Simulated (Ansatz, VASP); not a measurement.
**Two plane-wave programs on BaTiO3**

INCAR

```
SYSTEM = BaTiO3
PREC = Accurate
ENCUT = 520
EDIFF = 1E-6
ISMEAR = 0
SIGMA = 0.05
LREAL = .False.
LASPH = .True.
NELM = 100
ALGO = Normal
ISIF = 2
LWAVE = .False.
LCHARG = .True.
GGA = PE
LELF = .True.
LVHAR = .True.
NBANDS = 28
```

File KPOINTS:

```
Automatic mesh
0
Gamma
  8 8 8
  0 0 0
```

The input POSCAR:

```
BaTiO3
1.0
    4.0192501416      0.0000000000      0.0000000000
    0.0000000000      4.0192501416      0.0000000000
    0.0000000000      0.0000000000      4.0192501416
Ba Ti O
1 1 3
Direct
    0.5000000000      0.5175930026      0.5175930026
    0.0000000000      0.0000000000      0.0000000000
    0.5000000000      0.0000000000      0.0000000000
    0.0000000000      0.5000000000      0.0000000000
    0.0000000000      0.0000000000      0.5000000000
```

Input for Ansatz:

```yaml
crystal:
  lattice:
    - [4.0192501416, 0.0, 0.0]
    - [0.0, 4.0192501416, 0.0]
    - [0.0, 0.0, 4.0192501416]
  atoms:
    - { symbol: Ba, position: [0.5, 0.5175930026, 0.5175930026] }
    - { symbol: Ti, position: [0.0, 0.0, 0.0] }
    - { symbol: O, position: [0.5, 0.0, 0.0] }
    - { symbol: O, position: [0.0, 0.5, 0.0] }
    - { symbol: O, position: [0.0, 0.0, 0.5] }
basis:
  ecutwfc: 420
kpoints:
  mp_grid: { grid: [8, 8, 8] }
hamiltonian:
  xc: pbe
scf:
  occupations: { method: gaussian, width: 0.05 }
output:
  forces: true
  stress: true
  eigenvalues: true
```

Alike in both runs: task single point; functional PBE; k mesh 8 × 8 × 8; occupations gaussian, width 0.05 eV; no spin polarisation.

|  | VASP | Ansatz |
| --- | --- | --- |
| version | VASP 6.6.1 | Ansatz 0.2.0 |
| potentials or method | VASP PAW PBE potentials, release 64 (Ba_sv, Ti_sv, O), cutoff 520 eV | scalar-relativistic, plane waves, PAW |
| valence electrons in the cell | 40 | 40 |

VASP gave:

- gap on the k mesh at the Fermi level (eV): 1.72
- least direct gap on the mesh (eV): 1.87
- pressure (GPa): 2.0
- traceless stress, the component that is largest in VASP (GPa): 0.30
- rms of the force components (eV/Å): 0.192

Q: Estimate Ansatz's values.

A: gap on the k mesh at the Fermi level (eV): 1.78; least direct gap on the mesh (eV): 1.90; pressure (GPa): 0.3; traceless stress, the component that is largest in VASP (GPa): 0.27; rms of the force components (eV/Å): 0.175.

Atom by atom the forces differ by 0.020 eV/Å (rms over components).

Neither program's run includes spin-orbit coupling.
